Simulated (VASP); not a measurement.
Set up this calculation in VASP 6.6.1, as the native input.

```yaml
Task: single point
Functional: PBE
Potentials_or_basis: VASP PAW PBE potentials, release 64 (Ta_pv, O)
Cutoff: 520 eV
k_mesh: 14 × 14 × 8
Occupations: gaussian, width 0.15 eV
Spin: no spin polarisation
Dipole_correction: no
Further_INCAR_settings: ALGO = Normal; EDIFF = 1e-06; NBANDS = 33
```

The structure of Ta4O lies in POSCAR:

```
Ta4O
1.0
    3.0106040167      0.0000000000      0.0000000000
    0.0000000000      3.2547070451      0.0000000000
    0.0000000000      0.0000000000      7.3953866605
Ta O
4 1
Direct
    0.0000000000      0.0000000000      0.5000000000
    0.5000000000      0.5000000000      0.7829127297
    0.5000000000      0.5000000000      0.2170872703
    0.0000000000      0.0000000000      0.0000000000
    0.5000000000      0.5000000000      0.5000000000
```

This cell differs from its parent crystal: strain -0.0750 x Voigt [1, 0, 0, 0, 0, 0].

One way to write it, as run:

INCAR

```
PREC     = Accurate       # precision mode
ENCUT    = 520            # plane-wave cutoff, eV
EDIFF    = 1E-6           # SCF threshold, eV
ISMEAR   = 0              # smearing method
SIGMA    = 0.15           # smearing width, eV
LREAL    = False          # projectors in reciprocal space
LASPH    = True           # aspherical terms in the spheres
NELM     = 60             # most SCF steps
ALGO     = Normal         # electronic algorithm
ISIF     = 2              # what is computed and relaxed
LWAVE    = False          # write WAVECAR
LCHARG   = True           # write CHGCAR
GGA      = PE             # functional
LELF     = True           # ELF
LVHAR    = True         
NBANDS   = 33             # bands
```

KPOINTS

```
regular mesh
0
Gamma
  14 14 8
```

Potentials or basis: VASP PAW PBE potentials, release 64 (Ta_pv, O).

Launch:

```sh
$ cat potpaw_PBE.64/Ta_pv/POTCAR potpaw_PBE.64/O/POTCAR > POTCAR
$ mpirun -np 1 vasp_std > vasp.out
```

Results of the run:

```yaml
Pressure: 20.1 GPa
Largest_force: 0.226 eV/Å
Band_gap_on_the_k_mesh: zero (band 25 reaches 7.66 eV, above the bottom of band 26 at 6.57 eV)
```

Caveat: the cell differs from its parent crystal (strain -0.0750 x Voigt [1, 0, 0, 0, 0, 0]); spin-orbit coupling is left out, which moves the levels of the heavy elements.

It took 5.1 min on 1 thread of Intel(R) Xeon(R) 6975P-C (Granite Rapids) (shared host), peak memory 0.64 GiB.
